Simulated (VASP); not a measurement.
Crystal: Cu.

```xyz
1
Lattice="1.4350 1.4350 1.4350 -1.4350 1.4350 1.4350 -1.4350 -1.4350 1.4350" Properties=species:S:1:pos:R:3 pbc="T T T"
Cu    0.0000    0.0000    0.0000
```

- Program: VASP 6.6.1
- Task: relaxation of cell and atoms
- Functional: PBEsol
- Potentials or basis: VASP PAW PBE potentials, release 64 (Cu)
- Cutoff: 600 eV
- k mesh: 12 × 12 × 12
- Occupations: gaussian, width 0.05 eV
- Spin: no spin polarisation

At the start: pressure -5.2 GPa; volume 11.82 Å³/atom.

Problem. Where does the relaxation end?

Solution. Over 3 steps the energy falls by 6.9 meV/atom and the volume is 11.41 Å³/atom (-3.4 %); space group Im-3m (No. 229, to 0.05 Å).

Step by step:
| step | energy change (eV) | largest force (eV/Å) | pressure (GPa) | volume (Å³) |
| --- | --- | --- | --- | --- |
| 1 | 0.0000 | 0.0000 | -5.23 | 11.82 |
| 2 | -0.0042 | 0.0000 | 3.66 | 11.17 |
| 3 | -0.0069 | 0.0000 | 0.08 | 11.41 |

Final structure:
```
CELL_PARAMETERS angstrom
1.41831 1.41831 1.41831
-1.41831 1.41831 1.41831
-1.41831 -1.41831 1.41831
ATOMIC_POSITIONS crystal
Cu 0.00000 0.00000 0.00000
```

Caveat: the PAW data sets were made with another functional, which shifts forces and pressure a little.
